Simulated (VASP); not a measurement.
# CsI: single point with PBE

The system is CsI.

```
CELL_PARAMETERS angstrom
4.53005 0.00000 0.00000
0.00000 4.53005 0.00000
0.00000 0.00000 4.53005
ATOMIC_POSITIONS crystal
Cs 0.00000 0.00000 0.00000
I 0.50000 0.50000 0.50000
```

This cell differs from its parent crystal: volume changed by -5%.

```
Program             : VASP 6.6.1
Task                : single point
Functional          : PBE
Potentials or basis : VASP PAW PBE potentials, release 64 (Cs_sv, I)
Cutoff              : 500 eV
k mesh              : 4 × 4 × 4
Occupations         : gaussian, width 0.01 eV
Spin                : no spin polarisation
```

The pressure is 1.2 GPa and the band gap on the k mesh is 3.96 eV, indirect (least direct gap 4.04 eV).

Levels at points of the mesh, in eV from the valence-band top:
```
           k point  band 5  band 6  band 7  band 8  band 9  band 10  band 11  band 12
(0.00, 0.00, 0.00)   -7.06   -0.08   -0.08   -0.08    3.96     4.14     4.14     7.81
(0.50, 0.00, 0.00)   -6.99   -1.62   -0.26   -0.26    5.18     6.59     6.80     6.84
(0.50, 0.50, 0.00)   -6.95   -0.88   -0.88    0.00    4.24     4.93     6.10     6.10
(0.50, 0.50, 0.50)   -7.33   -1.37   -1.37   -1.37    7.25     7.25     7.25     7.97
```

Wall time 17 s on 1 thread of Intel(R) Xeon(R) Platinum 8259CL CPU @ 2.50GHz (Skylake/Cascade Lake), with other jobs on the host, peak memory 0.2 GiB.

Caveat: spin-orbit coupling is left out, which moves the levels of the heavy elements. A k mesh can miss the band edges.
